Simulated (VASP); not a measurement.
# SiC (F-43m) in VASP: further runs, part 2 of 3

VASP 6.6.1. Earlier steps stand in the parts before.

## 3. Single point, PBEsol

This run uses another cell than the first one, of 9.92 Å³/atom, 0.988 times its volume.

Input file INCAR:

```
SYSTEM = SiC
PREC     = Accurate       ! precision mode
ENCUT    = 520            ! plane-wave cutoff, eV
EDIFF    = 1E-7           ! SCF threshold, eV
ISMEAR   = 0              ! smearing method
SIGMA    = 0.01           ! smearing width, eV
LREAL    = .False.        ! projectors in reciprocal space
LASPH    = .True.         ! aspherical terms in the spheres
NELM     = 100            ! most SCF steps
ALGO     = Normal         ! electronic algorithm
ISIF     = 2              ! what is computed and relaxed
LWAVE    = .False.        ! write WAVECAR
LCHARG   = .True.         ! write CHGCAR
GGA      = PS             ! functional
LELF     = .True.         ! ELF
LVHAR    = .True.       
NBANDS   = 11             ! bands
```

Input file KPOINTS:

```
regular mesh
0
Gamma
  10 10 10
  0 0 0
```

Input file POSCAR:

```
SiC
1.0
    2.1484011902      2.1484011902      0.0000000000
   -2.1484011902      2.1484011902      0.0000000000
    0.0000000000      2.1484011902      2.1484011902
Si C
1 1
Direct
    0.0000000000      0.0000000000      0.0000000000
    0.7500000000      0.2500000000      0.5000000000
```

Potentials or basis: VASP PAW PBE potentials, release 64 (Si, C).

Command:

```
cat potpaw_PBE.64/Si/POTCAR potpaw_PBE.64/C/POTCAR > POTCAR
mpirun -np 1 vasp_std > vasp.out
```

OUTCAR:

```text
SYSTEM = SiC
   PREC = Accurate
   ENCUT = 520
   EDIFF = 1E-7
   ISMEAR = 0
   LREAL = .False.
   LASPH = .True.
   NELM = 100
   ISIF = 2
   GGA = PS

 ion  position               nearest neighbor table
   1  0.000  0.000  0.000-   2 1.86   2 1.86   2 1.86   2 1.86
   2  0.750  0.250  0.500-   1 1.86   1 1.86   1 1.86   1 1.86

  LATTYP: Found a face centered cubic cell.
 ALAT       =     4.2968023804

  Lattice vectors:

 A1 = (   0.0000000000,   2.1484011902,   2.1484011902)
 A2 = (   2.1484011902,   0.0000000000,   2.1484011902)
 A3 = (   2.1484011902,   2.1484011902,   0.0000000000)

Analysis of symmetry for initial positions (statically):
=====================================================================
 Subroutine PRICEL returns:
 Original cell was already a primitive cell.

 Routine SETGRP: Setting up the symmetry group for a
 face centered cubic supercell.

 Subroutine GETGRP returns: Found 24 space group operations
 (whereof 24 operations were pure point group operations)
 out of a pool of 48 trial point group operations.

The static configuration has the point symmetry T_d .

Analysis of symmetry for dynamics (positions and initial velocities):
=====================================================================
 Subroutine PRICEL returns:
 Original cell was already a primitive cell.

 Routine SETGRP: Setting up the symmetry group for a
 face centered cubic supercell.

 Subroutine GETGRP returns: Found 24 space group operations
 (whereof 24 operations were pure point group operations)
 out of a pool of 48 trial point group operations.

The dynamic configuration has the point symmetry T_d .

 Subroutine INISYM returns: Found 24 space group operations
 (whereof 24 operations are pure point group operations),
 and found     1 'primitive' translations

----------------------------------------------------------------------------------------

                                     Primitive cell

  volume of cell :      19.8324

  direct lattice vectors                    reciprocal lattice vectors
[... 112 lines left out ...]
   GGA     = PS    functional components
   LHFCALC =     F    Hartree Fock is set to
   AEXX    =    0.0000 exact exchange contribution
   IVDW    =     0    specifies the selected vdW correction
   LEPSILON=     F    determine dielectric tensor
   LRPA    =     F    only Hartree local field effects (RPA)
 non-spin polarized calculation
 Gauss-broadening in eV      SIGMA  =   0.01
  energy-cutoff  :      520.00
  volume of cell :       19.83
 maximum number of plane-waves:       548
   NGX = 11   NGY = 11   NGZ = 11

 number of electron       7.9999999 magnetization

 Free energy of the ion-electron system (eV)
  ---------------------------------------------------
  ext. energy  EPLUGINS =         0.00000000
  ---------------------------------------------------
  free energy    TOTEN  =       -15.88737737 eV

  energy without entropy =      -15.88737737  energy(sigma->0) =      -15.88737737

 E-fermi :   8.6418     XC(G=0): -11.6885

 val. band max:        8.5400829094   @ k =   0.0000   0.0000   0.0000
 cond. band min:       9.7341189068   @ k =   0.5000   0.5000   0.0000
 fundamental gap:      1.1940359974
 Fermi energy:         8.6417853497

 k-point     1 :       0.0000    0.0000    0.0000
  band No.  band energies     occupation
      1      -7.2220      2.00000
      2       8.5401      2.00000
      3       8.5401      2.00000
      4       8.5401      2.00000
      5      15.2226      0.00000
      6      16.0809      0.00000
      7      16.0809      0.00000
      8      16.0809      0.00000
      9      23.2482      0.00000
     10      23.2482      0.00000
     11      25.4673      0.00000
[... 309 lines left out ...]
 k-point    24 :       0.4000    0.3000    0.0000
  band No.  band energies     occupation
      1      -2.2670      2.00000
      2       1.0159      2.00000
      3       3.0979      2.00000
      4       6.1620      2.00000
      5      12.1058      0.00000
      6      17.4406      0.00000
      7      19.6721      0.00000
      8      20.3675      0.00000
      9      22.1693      0.00000
     10      24.3000      0.00000
     11      30.4850      0.00000

 [... further k-points ...]
[... 5 lines left out ...]
  --------------------------------------------------------------------------------------
  -------------------------------------------------------------------------------------
  Total        1.2850912      1.2850912      1.2850912      0.0000000      0.0000000     -0.0000000
  in kB      103.8169792    103.8169792    103.8169792      0.0000000      0.0000000     -0.0000000
  external PRESSURE =     103.8169792 kB  Pullay stress =       0.0000000 kB

 VOLUME and BASIS-vectors are now :
 -----------------------------------------------------------------------------
  energy-cutoff  :      520.00
  volume of cell :       19.83
      direct lattice vectors                 reciprocal lattice vectors
     2.148401190  2.148401190  0.000000000     0.232731206  0.232731206 -0.232731206
    -2.148401190  2.148401190  0.000000000    -0.232731206  0.232731206 -0.232731206
     0.000000000  2.148401190  2.148401190     0.000000000  0.000000000  0.465462412

 POSITION                                       TOTAL-FORCE (eV/Angst)
 -----------------------------------------------------------------------------------
      0.00000      0.00000      0.00000         0.000000     -0.000000      0.000000
      1.07420      3.22260      1.07420        -0.000000      0.000000      0.000000
 -----------------------------------------------------------------------------------
    total drift:                               -0.000000      0.000000     -0.000000

  FREE ENERGIE OF THE ION-ELECTRON SYSTEM (eV)
  ---------------------------------------------------
  free  energy   TOTEN  =       -15.8873773714 eV

  energy  without entropy=      -15.8873773714  energy(sigma->0) =      -15.88737737
```

OSZICAR:

```text
N       E                     dE             d eps       ncg     rms          rms(c)
DAV:   1     0.294940351431E+01    0.29494E+01   -0.39514E+03  1074   0.612E+02
DAV:   2    -0.172030848505E+02   -0.20152E+02   -0.19462E+02  1302   0.112E+02
DAV:   3    -0.178055007322E+02   -0.60242E+00   -0.60140E+00  1276   0.161E+01
DAV:   4    -0.178076679913E+02   -0.21673E-02   -0.21671E-02  1194   0.122E+00
DAV:   5    -0.178076770361E+02   -0.90447E-05   -0.90446E-05  1259   0.727E-02    0.921E+00
DAV:   6    -0.159807462270E+02    0.18269E+01   -0.61441E+00  1151   0.112E+01    0.417E+00
DAV:   7    -0.159021522188E+02    0.78594E-01   -0.42752E-01  1231   0.366E+00    0.184E+00
DAV:   8    -0.158875511019E+02    0.14601E-01   -0.21880E-02  1181   0.943E-01    0.166E-01
DAV:   9    -0.158873358584E+02    0.21524E-03   -0.16654E-03  1278   0.219E-01    0.112E-01
DAV:  10    -0.158873768705E+02   -0.41012E-04   -0.11186E-04  1175   0.677E-02    0.259E-02
DAV:  11    -0.158873770747E+02   -0.20420E-06   -0.93542E-06  1250   0.175E-02    0.564E-03
DAV:  12    -0.158873773499E+02   -0.27521E-06   -0.56671E-07  1196   0.463E-03    0.657E-04
DAV:  13    -0.158873773714E+02   -0.21453E-07   -0.14165E-08   718   0.807E-04
   1 F= -.15887377E+02 E0= -.15887377E+02  d E =-.203027E-49
```

stdout:

```text
POSCAR found type information on POSCAR SiC
 POSCAR found :  2 types and       2 ions
 scaLAPACK will be used
 -----------------------------------------------------------------------------
|                                                                             |
|                                                                             |
|     You enforced a specific xc type in the INCAR file but a different       |
|     I HOPE YOU KNOW WHAT YOU ARE DOING!                                     |
|                                                                             |
 -----------------------------------------------------------------------------

 LDA part: xc-table for (Slater+PW92), standard interpolation
 POSCAR, INCAR and KPOINTS ok, starting setup
 FFT: planning ... GRIDC
 FFT: planning ... GRID_SOFT
 FFT: planning ... GRID
 WAVECAR not read
 entering main loop
```

Wall time 15 s (1 thread of Intel Xeon 6975P-C, shared host); peak memory 0.14 GiB.

What came out:

```
Free energy            : -15.8874 eV
Pressure               : 10.4 GPa
Band gap on the k mesh : 1.19 eV, indirect (least direct gap 4.49 eV)
```

Caveat: the PAW data sets were made with another functional, which shifts forces and pressure a little. A k mesh can miss the band edges.

## 4. Relaxation of cell and atoms, PBEsol, target pressure -2 GPa, at which the enthalpy is minimised

This run uses another cell than the first one, of 10.34 Å³/atom, 1.030 times its volume.

Input file INCAR:

```
SYSTEM = SiC
ALGO = Normal ; EDIFF = 1E-7
EDIFFG = -0.002 ; ENCUT = 600
GGA = PS ; IBRION = 2
ISIF = 3 ; ISMEAR = 0
LASPH = .TRUE. ; LCHARG = .FALSE.
LREAL = .FALSE. ; LWAVE = .FALSE.
NELM = 60 ; NSW = 100
PREC = Accurate ; PSTRESS = -20.0
SIGMA = 0.01
```

Input file KPOINTS:

```
k-points
0
G
  10 10 10
  0 0 0
```

Input file POSCAR:

```
SiC
1.0
    2.1784146558      2.1784146558      0.0000000000
   -2.1784146558      2.1784146558      0.0000000000
    0.0000000000      2.1784146558      2.1784146558
Si C
1 1
Direct
    0.0000000000      0.0000000000      0.0000000000
    0.7500000000      0.2500000000      0.5000000000
```

Command:

```
cat potpaw_PBE.64/Si/POTCAR potpaw_PBE.64/C/POTCAR > POTCAR
mpirun -np 1 vasp_std > vasp.out
```

Wall time 48 s (1 thread of Intel Xeon 6975P-C, shared host); peak memory 0.15 GiB.

It converged, with:

- Free energy: -15.9149 eV
- Relaxed volume: 10.44 Å³/atom
- Relaxed cell: a = 3.091 Å, b = 3.091 Å, c = 3.091 Å, α = 60.00°, β = 60.00°, γ = 90.00°
- Space group after relaxing (to 0.05 Å): F-43m (No. 216)
- Energy change on relaxing (the enthalpy is what falls): +0.6 meV/atom
- Ionic steps: 3
- Pressure after relaxing: -2.0 GPa
- Band gap on the k mesh: 1.24 eV, indirect (least direct gap 4.43 eV)

The path:
| step | energy change (eV) | largest force (eV/Å) | pressure (GPa) | volume (Å³) |
| --- | --- | --- | --- | --- |
| 1 | 0.0000 | 0.0000 | 0.22 | 20.68 |
| 2 | 0.0054 | 0.0000 | -4.18 | 21.11 |
| 3 | 0.0012 | 0.0000 | -2.00 | 20.89 |

Final structure:
```
Si C
1.0
     2.18583    2.18583    0.00000
    -2.18583    2.18583    0.00000
     0.00000    2.18583    2.18583
Si C
1 1
Direct
  0.00000 0.00000 0.00000
  0.75000 0.25000 0.50000
```

Levels at points of the mesh, in eV from the valence-band top:
| k point | band 2 | band 3 | band 4 | band 5 | band 6 | band 7 |
| --- | --- | --- | --- | --- | --- | --- |
| (0.00, 0.00, 0.00) | 0.00 | 0.00 | 0.00 | 6.08 | 7.18 | 7.18 |
| (0.50, 0.00, 0.00) | -8.55 | -1.05 | -1.05 | 5.29 | 7.10 | 7.10 |
| (0.50, 0.50, 0.00) | -7.80 | -3.19 | -3.19 | 1.24 | 4.17 | 13.84 |

Caveat: the cell is relaxed towards a set pressure, so the enthalpy falls and the energy may rise; the PAW data sets were made with another functional, which shifts forces and pressure a little. PBEsol gaps usually lie below the measured ones, often by a third to a half.

(Continued in part 3 of 3.)
